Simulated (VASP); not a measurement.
# Rh (Fm-3m) in VASP: further runs

Runs on Rh. Level: LDA. Tasks: elastic constants, band structure.

All numbers are computed with VASP 6.6.1; they aren't measurements. Logs are shortened: lines on timing, memory, paths and dates and some standing lists are left out, and cuts for length are marked.

### 1 The cell of the first run

It takes space group Fm-3m (No. 225, cubic). Conventional cell: a = 3.796 Å, b = 3.796 Å, c = 3.796 Å, α = 90.00°, β = 90.00°, γ = 90.00°. Within 3.5 Å of Rh (site symmetry m-3m) lie 12 Rh at 2.68 Å.

### 2 Elastic constants, LDA

File INCAR:

```
PREC = Accurate
ENCUT = 600
EDIFF = 1E-8
ISMEAR = -1
SIGMA = 0.05
LREAL = False
LASPH = True
NELM = 60
ALGO = Fast
ISIF = 3
LWAVE = False
LCHARG = False
GGA = CA
NBANDS = 14
IBRION = 6
NFREE = 2
POTIM = 0.015
NSW = 1
```

File KPOINTS:

```
regular mesh
0
Gamma
  9 9 9
```

File POSCAR:

```
Rh
1.0
    0.0000000000      1.8978500000      1.8978500000
    1.8978500000      0.0000000000      1.8978500000
    1.8978500000      1.8978500000      0.0000000000
Rh
1
Direct
    0.0000000000      0.0000000000      0.0000000000
```

Potentials or basis: VASP PAW LDA potentials, release 64 (Rh_pv).

Run with:

```bash
$ cat potpaw_LDA.64/Rh_pv/POTCAR > POTCAR
$ mpirun -np 1 vasp_std > vasp.out
```

OUTCAR:

```text
PREC = Accurate
   ENCUT = 600
   EDIFF = 1E-8
   ISMEAR = -1
   LREAL = False
   LASPH = True
   NELM = 60
   ISIF = 3
   GGA = CA
   IBRION = 6
   NFREE = 2
   POTIM = 0.015
   NSW = 1

 ion  position               nearest neighbor table
   1  0.000  0.000  0.000-

  LATTYP: Found a face centered cubic cell.
 ALAT       =     3.7957000000

  Lattice vectors:

 A1 = (   0.0000000000,   1.8978500000,   1.8978500000)
 A2 = (   1.8978500000,   0.0000000000,   1.8978500000)
 A3 = (   1.8978500000,   1.8978500000,   0.0000000000)

Analysis of symmetry for initial positions (statically):
=====================================================================
 Subroutine PRICEL returns:
 Original cell was already a primitive cell.

 Routine SETGRP: Setting up the symmetry group for a
 face centered cubic supercell.

 Subroutine GETGRP returns: Found 48 space group operations
 (whereof 48 operations were pure point group operations)
 out of a pool of 48 trial point group operations.

The static configuration has the point symmetry O_h .

Analysis of symmetry for dynamics (positions and initial velocities):
=====================================================================
 Subroutine PRICEL returns:
 Original cell was already a primitive cell.

 Routine SETGRP: Setting up the symmetry group for a
 face centered cubic supercell.

 Subroutine GETGRP returns: Found 48 space group operations
 (whereof 48 operations were pure point group operations)
 out of a pool of 48 trial point group operations.

The dynamic configuration has the point symmetry O_h .

 Subroutine INISYM returns: Found 48 space group operations
 (whereof 48 operations are pure point group operations),
 and found     1 'primitive' translations

----------------------------------------------------------------------------------------

                                     Primitive cell

  volume of cell :      13.6715

  direct lattice vectors                    reciprocal lattice vectors
     0.000000000  1.897850000  1.897850000    -0.263456016  0.263456016  0.263456016
     1.897850000  0.000000000  1.897850000     0.263456016 -0.263456016  0.263456016
     1.897850000  1.897850000  0.000000000     0.263456016  0.263456016 -0.263456016

  length of vectors
     2.683965209  2.683965209  2.683965209     0.456319205  0.456319205  0.456319205

  position of ions in fractional coordinates (direct lattice)
     0.000000000  0.000000000  0.000000000

  ion indices of the primitive-cell ions
   primitive index   ion index
                 1           1

----------------------------------------------------------------------------------------

 KPOINTS: regular mesh

Automatic generation of k-mesh.
 Grid dimensions read from file:
 generate k-points for:    9    9    9

 Generating k-lattice:

  Cartesian coordinates                     Fractional coordinates (reciprocal lattice)
    -0.029272891  0.029272891  0.029272891     0.111111111  0.000000000  0.000000000
     0.029272891 -0.029272891  0.029272891     0.000000000  0.111111111  0.000000000
     0.029272891  0.029272891 -0.029272891     0.000000000  0.000000000  0.111111111

  Length of vectors
     0.050702134  0.050702134  0.050702134

[... 99 lines left out ...]
  ext. energy  EPLUGINS =         0.00000000
  ---------------------------------------------------
  free energy    TOTEN  =        -8.67096252 eV

  energy without entropy =       -8.66213312  energy(sigma->0) =       -8.66654782

------------------------ aborting loop because EDIFF is reached ----------------------------------------

  FORCE on cell =-STRESS in cart. coord.  units (eV):
  Direction    XX          YY          ZZ          XY          YZ          ZX
  --------------------------------------------------------------------------------------
  -------------------------------------------------------------------------------------
  Total       -0.7635513     -0.7635513     -0.7635513      0.0000000     -0.0000000      0.0000000
  in kB      -89.4814759    -89.4814759    -89.4814759      0.0000000     -0.0000000      0.0000000
  external PRESSURE =     -89.4814759 kB  Pullay stress =       0.0000000 kB
[... 86 lines left out ...]
  FREE ENERGIE OF THE ION-ELECTRON SYSTEM (eV)
  ---------------------------------------------------
  free  energy   TOTEN  =        -8.6778571143 eV

  energy  without entropy=       -8.6691877631  energy(sigma->0) =       -8.67352244

[... ionic steps 4 to 12 ...]

--------------------------------------- Ionic step       13  -------------------------------------------

 number of electron      15.0000002 magnetization

------------------------ aborting loop because EDIFF is reached ----------------------------------------
[... 65 lines left out ...]
--------------------------------------- Ionic step       15  -------------------------------------------

 number of electron      15.0000001 magnetization

 Free energy of the ion-electron system (eV)
  ---------------------------------------------------
  ext. energy  EPLUGINS =         0.00000000
  ---------------------------------------------------
  free energy    TOTEN  =        -8.67096182 eV

  energy without entropy =       -8.66213209  energy(sigma->0) =       -8.66654696

 E-fermi :  11.7407     XC(G=0): -14.3893

 val. band max:       11.7403192115   @ k =  -0.3333   0.3333   0.0000
 cond. band min:      11.7733868454   @ k =  -0.4444   0.4444   0.1111
 fundamental gap:      0.0330676339
 Fermi energy:        11.7406721395

 k-point     1 :       0.0000    0.0000    0.0000
  band No.  band energies     occupation
      1     -34.3769      2.00000
      2     -34.3769      2.00000
      3     -34.3769      2.00000
      4       3.7431      2.00000
      5       8.6726      2.00000
      6       8.6726      2.00000
      7       8.6726      2.00000
      8      10.8035      2.00000
      9      10.8035      2.00000
     10      27.7706      0.00000
     11      32.1115      0.00000
     12      33.1911      0.00000
     13      33.1911      0.00000
     14      33.1911      0.00000
[... 377 lines left out ...]
      1     -35.0717      2.00000
      2     -34.6472      2.00000
      3     -34.6472      2.00000
      4       5.4970      2.00000
      5       5.8446      2.00000
      6      12.3125      0.00002
      7      12.6095      0.00000
      8      12.6095      0.00000
      9      14.3693      0.00000
     10      24.9082      0.00000
     11      25.4274      0.00000
     12      25.4274      0.00000
     13      32.1048      0.00000
     14      34.7491      0.00000

 [... further k-points ...]

------------------------ aborting loop because EDIFF is reached ----------------------------------------

  FORCE on cell =-STRESS in cart. coord.  units (eV):
  Direction    XX          YY          ZZ          XY          YZ          ZX
  --------------------------------------------------------------------------------------
  -------------------------------------------------------------------------------------
  Total       -0.7609986     -0.7609986     -0.7609986     -0.0000000     -0.0000000     -0.0000000
  in kB      -89.1823284    -89.1823284    -89.1823284     -0.0000000     -0.0000000     -0.0000000
  external PRESSURE =     -89.1823284 kB  Pullay stress =       0.0000000 kB
[... 16 lines left out ...]
  FREE ENERGIE OF THE ION-ELECTRON SYSTEM (eV)
  ---------------------------------------------------
  free  energy   TOTEN  =        -8.6709618176 eV

  energy  without entropy=       -8.6621320929  energy(sigma->0) =       -8.66654696

 INTERNAL STRAIN TENSORS FROM STRAINED CELLS
 ============================================

 INTERNAL STRAIN TENSOR FOR ION    1 for displacements in x,y,z  (eV/Angst):
          X           Y           Z          XY          YZ          ZX
  --------------------------------------------------------------------------------
  x    -0.00000    -0.00000    -0.00000     0.00000     0.00000     0.00000
  y    -0.00000     0.00000     0.00000    -0.00000     0.00000     0.00000
  z     0.00000     0.00000     0.00000     0.00000     0.00000     0.00000

 INTERNAL STRAIN TENSORS FROM DISPLACED ATOMS
 ============================================

 INTERNAL STRAIN TENSOR FOR ION    1 for displacements in x,y,z  (eV/Angst):
          X           Y           Z          XY          YZ          ZX
  --------------------------------------------------------------------------------
  x     0.00000     0.00000     0.00000     0.00000     0.00000     0.00000
  y     0.00000     0.00000     0.00000     0.00000     0.00000     0.00000
  z     0.00000     0.00000     0.00000     0.00000     0.00000     0.00000

 Eigenvectors and eigenvalues of the dynamical matrix
 ----------------------------------------------------

   1 f/i=    0.000000 THz     0.000000 2PiTHz    0.000000 cm-1     0.000000 meV
             X         Y         Z           dx          dy          dz
      0.000000  0.000000  0.000000     0.389043    0.921220    0.000000

   2 f/i=    0.000000 THz     0.000000 2PiTHz    0.000000 cm-1     0.000000 meV
             X         Y         Z           dx          dy          dz
      0.000000  0.000000  0.000000     0.000000    0.000000    1.000000

   3 f/i=    0.000000 THz     0.000000 2PiTHz    0.000000 cm-1     0.000000 meV
             X         Y         Z           dx          dy          dz
      0.000000  0.000000  0.000000    -0.921220    0.389043    0.000000

--------------------------------------------------------------------------------------------------------

 ELASTIC MODULI CONTR FROM IONIC RELAXATION (kBar)
 Direction    XX          YY          ZZ          XY          YZ          ZX
 --------------------------------------------------------------------------------
 XX           0.0000      0.0000      0.0000      0.0000      0.0000      0.0000
 YY           0.0000      0.0000      0.0000      0.0000      0.0000      0.0000
 ZZ           0.0000      0.0000      0.0000      0.0000      0.0000      0.0000
 XY           0.0000      0.0000      0.0000      0.0000      0.0000      0.0000
 YZ           0.0000      0.0000      0.0000      0.0000      0.0000      0.0000
 ZX           0.0000      0.0000      0.0000      0.0000      0.0000      0.0000
 --------------------------------------------------------------------------------

 TOTAL ELASTIC MODULI (kBar)
 Direction    XX          YY          ZZ          XY          YZ          ZX
 --------------------------------------------------------------------------------
 XX        4680.8068   1857.0294   1857.0294     -0.0000      0.0000     -0.0000
 YY        1857.0294   4680.8068   1857.0294     -0.0000     -0.0000      0.0000
 ZZ        1857.0294   1857.0294   4680.8068      0.0000     -0.0000     -0.0000
 XY          -0.0000     -0.0000      0.0000   2109.6495     -0.0000      0.0000
 YZ           0.0000     -0.0000     -0.0000     -0.0000   2109.6495     -0.0000
 ZX          -0.0000      0.0000     -0.0000      0.0000     -0.0000   2109.6495
 --------------------------------------------------------------------------------
```

Run time: 2.6 min. Hardware: 1 thread of Intel Xeon Platinum 8488C (Sapphire Rapids), shared host; peak memory 0.2 GiB.

Results:

```yaml
Elastic_constants_C11_C12_C44: 468, 186, 211 GPa
Voigt_bulk_modulus: 280 GPa
```

Elastic tensor in Voigt notation (GPa, in the Cartesian axes of the cell as first typed):
```
468 186 186   0   0   0
186 468 186   0   0   0
186 186 468   0   0   0
  0   0   0 211   0   0
  0   0   0   0 211   0
  0   0   0   0   0 211
```

Clamped-ion elastic tensor (GPa):
```
468 186 186   0   0   0
186 468 186   0   0   0
186 186 468   0   0   0
  0   0   0 211   0   0
  0   0   0   0 211   0
  0   0   0   0   0 211
```

Caveat: the cell is under stress, which shifts elastic constants.

### 3 Band structure, LDA, non-collinear spin, zero start, spin-orbit coupling

File INCAR:

```
SYSTEM = Rh
  GGA = CA
  LSORBIT = .True.
  MAGMOM = 0 0 0
  LORBIT = 11
  ISMEAR = 2
  SIGMA = 0.05
  LWAVE = .False.
  LCHARG = .False.
  NBANDS = 37
  PREC = Accurate
  LASPH = .True.
  LREAL = .False.
  ALGO = Normal
  EDIFF = 1E-7
  NELM = 200
  GGA_COMPAT = .False.
  ENCUT = 490
  LMAXMIX = 4
  KPAR = 2
```

File KPOINTS:

```
Automatic mesh
0
Gamma
  28 28 28
  0 0 0
```

File KPOINTS_OPT:

```
path GXWKGLUWLK,UX
12
line-mode
reciprocal
 0.0000000000  0.0000000000  0.0000000000  G
 0.5000000000  0.0000000000  0.5000000000  X

 0.5000000000  0.0000000000  0.5000000000  X
 0.5000000000  0.2500000000  0.7500000000  W

 0.5000000000  0.2500000000  0.7500000000  W
 0.3750000000  0.3750000000  0.7500000000  K

 0.3750000000  0.3750000000  0.7500000000  K
 0.0000000000  0.0000000000  0.0000000000  G

 0.0000000000  0.0000000000  0.0000000000  G
 0.5000000000  0.5000000000  0.5000000000  L

 0.5000000000  0.5000000000  0.5000000000  L
 0.6250000000  0.2500000000  0.6250000000  U

 0.6250000000  0.2500000000  0.6250000000  U
 0.5000000000  0.2500000000  0.7500000000  W

 0.5000000000  0.2500000000  0.7500000000  W
 0.5000000000  0.5000000000  0.5000000000  L

 0.5000000000  0.5000000000  0.5000000000  L
 0.3750000000  0.3750000000  0.7500000000  K

 0.6250000000  0.2500000000  0.6250000000  U
 0.5000000000  0.0000000000  0.5000000000  X
```

POSCAR is that of step 2.

Potentials or basis: VASP PAW LDA potentials, release 64 (Rh_pv).

Run with:

```bash
$ cat potpaw_LDA.64/Rh_pv/POTCAR > POTCAR
$ mpirun -np 2 vasp_ncl > vasp.out
```

OUTCAR:

```text
SYSTEM = Rh
   GGA = CA
   LSORBIT = .True.
   LORBIT = 11
   ISMEAR = 2
   PREC = Accurate
   LASPH = .True.
   LREAL = .False.
   EDIFF = 1E-7
   NELM = 200
   ENCUT = 490

 ion  position               nearest neighbor table
   1  0.000  0.000  0.000-

  LATTYP: Found a face centered cubic cell.
 ALAT       =     3.7957000000

  Lattice vectors:

 A1 = (   0.0000000000,   1.8978500000,   1.8978500000)
 A2 = (   1.8978500000,   0.0000000000,   1.8978500000)
 A3 = (   1.8978500000,   1.8978500000,   0.0000000000)

Analysis of symmetry for initial positions (statically):
=====================================================================
 Subroutine PRICEL returns:
 Original cell was already a primitive cell.

 Routine SETGRP: Setting up the symmetry group for a
[... 948 lines left out ...]

  energy  without entropy=       -8.8318719220  energy(sigma->0) =       -8.83188606

 Spin-Orbit-Coupling matrix elements

 Ion:    1  E_soc:     -0.3186320
 l=   1
     0.0000000    -0.0427673    -0.0427673
    -0.0427673     0.0000000    -0.0427673
    -0.0427673    -0.0427673     0.0000000
 l=   2
     0.0000000    -0.0017911     0.0000000    -0.0017911    -0.0085470
    -0.0017911     0.0000000    -0.0064102    -0.0017911    -0.0021367
     0.0000000    -0.0064102     0.0000000    -0.0064102     0.0000000
    -0.0017911    -0.0017911    -0.0064102     0.0000000    -0.0021367
    -0.0085470    -0.0021367     0.0000000    -0.0021367     0.0000000
 l=   3
     0.0000000     0.0000000     0.0000000     0.0000000     0.0000000     0.0000000     0.0000000
     0.0000000     0.0000000     0.0000000     0.0000000     0.0000000     0.0000000     0.0000000
     0.0000000     0.0000000     0.0000000     0.0000000     0.0000000     0.0000000     0.0000000
     0.0000000     0.0000000     0.0000000     0.0000000     0.0000000     0.0000000     0.0000000
     0.0000000     0.0000000     0.0000000     0.0000000     0.0000000     0.0000000     0.0000000
     0.0000000     0.0000000     0.0000000     0.0000000     0.0000000     0.0000000     0.0000000
     0.0000000     0.0000000     0.0000000     0.0000000     0.0000000     0.0000000     0.0000000

 total charge

# of ion       s       p       d       tot
------------------------------------------
    1        0.418   6.311   7.070  13.799

 magnetization (x)

# of ion       s       p       d       tot
------------------------------------------
    1        0.000  -0.000   0.000   0.000

 magnetization (y)

# of ion       s       p       d       tot
------------------------------------------
    1        0.000   0.000   0.000   0.000

 magnetization (z)

# of ion       s       p       d       tot
------------------------------------------
    1        0.000   0.000   0.000   0.000
```

It took 3.5 min on 2 MPI ranks of AMD EPYC 7R13 (Zen 3), shared host; peak memory 0.67 GiB.

Results:

```
Free energy                                           : -8.8319 eV
Pressure                                              : -8.6 GPa
Net moment                                            : 0.00 μB per cell
Valence electrons inside the program's atomic spheres : Rh 13.80
```

Moments on the atoms (μB; x, y, z):
```
Rh  0.00 0.00 0.00
```

Caveat: the cell stands under tension.
